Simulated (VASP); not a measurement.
# Sn (P6_3/mmc) in VASP: single point with PBE

Aim: the single point of Sn with PBE.

Program: VASP 6.6.1. These are calculated values, not measurements. Logs are shortened: lines on timing, memory, paths and dates and some standing lists are left out, and cuts for length are marked.

## 1. The cell of the first run

The structure is hexagonal, space group P6_3/mmc (No. 194). The conventional cell has a = 3.411 Å, b = 3.411 Å, c = 11.081 Å, α = 90.00°, β = 90.00°, γ = 120.00°. Within 4.5 Å of Sn (site symmetry -3m) lie 12 Sn at 3.40 to 3.41 Å. Within 4.5 Å of Sn (site symmetry -6m2) lie 12 Sn at 3.40 to 3.41 Å.

This isn't the form of Sn at room conditions, which is tetragonal (white tin).

## 2. Single point, PBE

The input, INCAR:

```
SYSTEM = Sn
ALGO = Normal
EDIFF = 1E-7
ENCUT = 520
GGA = PE
ISIF = 2
ISMEAR = -1
LASPH = .TRUE.
LCHARG = .FALSE.
LREAL = .FALSE.
LWAVE = .FALSE.
NBANDS = 36
NELM = 80
PREC = Accurate
SIGMA = 0.1
```

The input, KPOINTS:

```
k-points
0
G
  12 12 3
  0 0 0
```

The input, POSCAR:

```
Sn
1.0
    3.4110420691      0.0000000000      0.0000000000
   -1.7055210346      2.9540490852      0.0000000000
    0.0000000000      0.0000000000     11.0810635637
Sn
4
Direct
    0.0000000000      0.0000000000      0.0000000000
    0.0000000000      0.0000000000      0.5000000000
    0.3333333333      0.6666666667      0.2500000000
    0.6666666667      0.3333333333      0.7500000000
```

Potentials or basis: VASP PAW PBE potentials, release 64 (Sn_d).

Run with:

```bash
cat potpaw_PBE.64/Sn_d/POTCAR > POTCAR
mpirun -np 1 vasp_std > vasp.out
```

OUTCAR:

```text
SYSTEM = Sn
   EDIFF = 1E-7
   ENCUT = 520
   GGA = PE
   ISIF = 2
   ISMEAR = -1
   LASPH = .TRUE.
   LREAL = .FALSE.
   NELM = 80
   PREC = Accurate

 ion  position               nearest neighbor table
   1  0.000  0.000  0.000-   3 3.40   4 3.40   4 3.40   3 3.40   4 3.40   3 3.40
   2  0.000  0.000  0.500-   3 3.40   4 3.40   4 3.40   3 3.40   4 3.40   3 3.40
   3  0.333  0.667  0.250-   1 3.40   2 3.40   1 3.40   2 3.40   1 3.40   2 3.40
   4  0.667  0.333  0.750-   1 3.40   2 3.40   1 3.40   2 3.40   1 3.40   2 3.40

  LATTYP: Found a hexagonal cell.
 ALAT       =     3.4110420691
 C/A-ratio  =     3.2485860154

  Lattice vectors:

 A1 = (   3.4110420691,   0.0000000000,   0.0000000000)
 A2 = (  -1.7055210346,   2.9540490852,   0.0000000000)
 A3 = (   0.0000000000,   0.0000000000,  11.0810635637)

Analysis of symmetry for initial positions (statically):
=====================================================================
 Subroutine PRICEL returns:
 Original cell was already a primitive cell.

 Routine SETGRP: Setting up the symmetry group for a
 hexagonal supercell.

 Subroutine GETGRP returns: Found 24 space group operations
 (whereof 12 operations were pure point group operations)
 out of a pool of 24 trial point group operations.

The static configuration has the point symmetry D_3d.
 The point group associated with its full space group is D_6h.

Analysis of symmetry for dynamics (positions and initial velocities):
=====================================================================
 Subroutine PRICEL returns:
 Original cell was already a primitive cell.

 Routine SETGRP: Setting up the symmetry group for a
 hexagonal supercell.

 Subroutine GETGRP returns: Found 24 space group operations
 (whereof 12 operations were pure point group operations)
 out of a pool of 24 trial point group operations.

The dynamic configuration has the point symmetry D_3d.
 The point group associated with its full space group is D_6h.

 Subroutine INISYM returns: Found 24 space group operations
 (whereof 12 operations are pure point group operations),
 and found     1 'primitive' translations

----------------------------------------------------------------------------------------

                                     Primitive cell

  volume of cell :     111.6571

  direct lattice vectors                    reciprocal lattice vectors
[... 83 lines left out ...]
   ISTART =      0    job   : 0-new  1-cont  2-samecut
   ICHARG =      2    charge: 1-file 2-atom 10-const
   ISPIN  =      1    spin polarized calculation?
   LNONCOLLINEAR =      F non collinear calculations
   LSORBIT =      F    spin-orbit coupling
   LASPH  =      T    aspherical Exc in radial PAW
   ENCUT  =  520.0 eV  38.22 Ry    6.18 a.u.   6.34  6.34 20.60*2*pi/ulx,y,z
   NELM   =     80;   NELMIN=  2; NELMDL= -5     # of ELM steps
   EDIFF  = 0.1E-06   stopping-criterion for ELM
   LREAL  =      F    real-space projection
   EDIFFG = 0.1E-05   stopping-criterion for IOM
   NSW    =      0    number of steps for IOM
   IBRION =     -1    ionic relax: 0-MD 1-quasi-New 2-CG
   NFREE  =      0    steps in history (QN), initial steepest desc. (CG)
   ISIF   =      2    stress and relaxation
   ISYM   =      2    0-nonsym 1-usesym 2-fastsym
   POTIM  = 0.5000    time-step for ionic-motion
   TEBEG  =    0.0;   TEEND  =   0.0 temperature during run
   PSTRESS=    0.0 pullay stress
   NELECT =      56.0000    total number of electrons
   NUPDOWN=      -1.0000    fix difference up-down
   EMIN   =  10.00;   EMAX   =-10.00  energy-range for DOS
   EFERMI =   0.00;   METHOD = LEGACY
   ISMEAR =    -1;   SIGMA  =   0.10  broadening in eV -4-tet -1-fermi 0-gaus
   EFERMI_NEDOS =   21; number of points for ismear=-14 and -15
   IALGO  =     38    algorithm
   IMIX   =      4    mixing-type and parameters
     AMIX     =   0.40;   BMIX     =  1.00
     AMIX_MAG =   1.60;   BMIX_MAG =  1.00
  volume/ion in A,a.u.               =      27.91       188.37
  Fermi-wavevector in a.u.,A,eV,Ry     =   1.300695  2.457957 23.018434  1.691807
  Thomas-Fermi vector in A             =   2.431877
   LORBIT       =      0    0 simple, 1 ext, 2 COOP (PROOUT), +10 PAW based schemes
   GGA     = PE    functional components
   LHFCALC =     F    Hartree Fock is set to
   AEXX    =    0.0000 exact exchange contribution
   IVDW    =     0    specifies the selected vdW correction
   LEPSILON=     F    determine dielectric tensor
   LRPA    =     F    only Hartree local field effects (RPA)
 non-spin polarized calculation
  energy-cutoff  :      520.00
  volume of cell :      111.66
 maximum number of plane-waves:      3031
 NGX is ok and might be reduce to    28
   NGX = 13   NGY = 13   NGZ = 41

 number of electron      55.9999996 magnetization

 Free energy of the ion-electron system (eV)
  ---------------------------------------------------
  ext. energy  EPLUGINS =         0.00000000
  ---------------------------------------------------
  free energy    TOTEN  =       -15.17727825 eV

  energy without entropy =      -15.10316813  energy(sigma->0) =      -15.14022319

 E-fermi :   7.7522     XC(G=0): -10.2410

 val. band max:        7.7474361519   @ k =   0.1667   0.1667   0.3333
 cond. band min:       7.7620749927   @ k =   0.1667   0.1667   0.0000
 fundamental gap:      0.0146388409
 Fermi energy:         7.7521602258

 k-point     1 :       0.0000    0.0000    0.0000
  band No.  band energies     occupation
      1     -13.7426      2.00000
      2     -13.7412      2.00000
      3     -13.7362      2.00000
      4     -13.7362      2.00000
      5     -13.7320      2.00000
      6     -13.7320      2.00000
[... 925 lines left out ...]
     35      12.6397      0.00000
     36      13.5059      0.00000

 [... further k-points ...]
[... 5 lines left out ...]
  --------------------------------------------------------------------------------------
  -------------------------------------------------------------------------------------
  Total       -0.0326133     -0.0326133     -0.0380356      0.0000000      0.0000000      0.0000000
  in kB       -0.4679709     -0.4679709     -0.5457768      0.0000000      0.0000000      0.0000000
  external PRESSURE =      -0.4939062 kB  Pullay stress =       0.0000000 kB

 VOLUME and BASIS-vectors are now :
 -----------------------------------------------------------------------------
  energy-cutoff  :      520.00
  volume of cell :      111.66
      direct lattice vectors                 reciprocal lattice vectors
     3.411042069  0.000000000  0.000000000     0.293165543  0.169259205  0.000000000
    -1.705521035  2.954049085  0.000000000     0.000000000  0.338518410  0.000000000
     0.000000000  0.000000000 11.081063564     0.000000000  0.000000000  0.090244045

 POSITION                                       TOTAL-FORCE (eV/Angst)
 -----------------------------------------------------------------------------------
      0.00000      0.00000      0.00000        -0.000000      0.000000      0.000000
      0.00000      0.00000      5.54053        -0.000000      0.000000      0.000000
     -0.00000      1.96937      2.77027        -0.000000     -0.000000     -0.000000
      1.70552      0.98468      8.31080         0.000000      0.000000      0.000000
 -----------------------------------------------------------------------------------
    total drift:                                0.000000     -0.000000      0.000000

  FREE ENERGIE OF THE ION-ELECTRON SYSTEM (eV)
  ---------------------------------------------------
  free  energy   TOTEN  =       -15.1772782462 eV

  energy  without entropy=      -15.1031681334  energy(sigma->0) =      -15.14022319
```

stdout:

```text
POSCAR found type information on POSCAR Sn
 POSCAR found :  1 types and       4 ions
 scaLAPACK will be used
 LDA part: xc-table for (Slater+PW92), standard interpolation
 POSCAR, INCAR and KPOINTS ok, starting setup
 FFT: planning ... GRIDC
 FFT: planning ... GRID_SOFT
 FFT: planning ... GRID
 WAVECAR not read
 entering main loop
```

Wall time 3.6 min (1 thread of Intel Xeon 8259CL, shared host); peak memory 0.3 GiB.

What came out:

```
Free energy            : -15.1773 eV
Pressure               : 0.0 GPa
Band gap on the k mesh : zero (bands 28 and 29 overlap by 8.08 eV)
```

Caveat: spin-orbit coupling is left out, which moves the levels of the heavy elements.
